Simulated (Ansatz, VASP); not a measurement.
# One calculation of KCl, two programs

```
K Cl
1.0
     0.00000    2.97000    3.56400
     2.97000    0.00000    3.56400
     2.97000    2.97000    0.00000
K Cl
1 1
Direct
  0.00000 0.00000 0.00000
  0.50000 0.50000 0.50000
```

Alike in both runs: task single point; functional LDA; k mesh 8 × 8 × 8; occupations gaussian, width 0.05 eV; no spin polarisation.

|  | VASP | Ansatz |
| --- | --- | --- |
| version | VASP 6.6.1 | Ansatz 0.2.0 |
| potentials or method | VASP PAW LDA potentials, release 64 (K_sv, Cl), cutoff 520 eV | scalar-relativistic, plane waves, PAW |
| valence electrons in the cell | 16 | 16 |

VASP gave:

| Item | Value |
| --- | --- |
| gap on the k mesh at the Fermi level (eV) | 4.59 |
| least direct gap on the mesh (eV) | 4.59 |
| pressure (GPa) | -0.5 |
| traceless stress, the component that is largest in VASP (GPa) | -2.54 |

Question: What did Ansatz give for the same quantities?

Answer: gap on the k mesh at the Fermi level (eV): 4.59; least direct gap on the mesh (eV): 4.59; pressure (GPa): -0.6; traceless stress, the component that is largest in VASP (GPa): -2.45.

LDA's correlation is that of Perdew and Zunger in VASP and of Perdew and Wang (1992) in Ansatz.
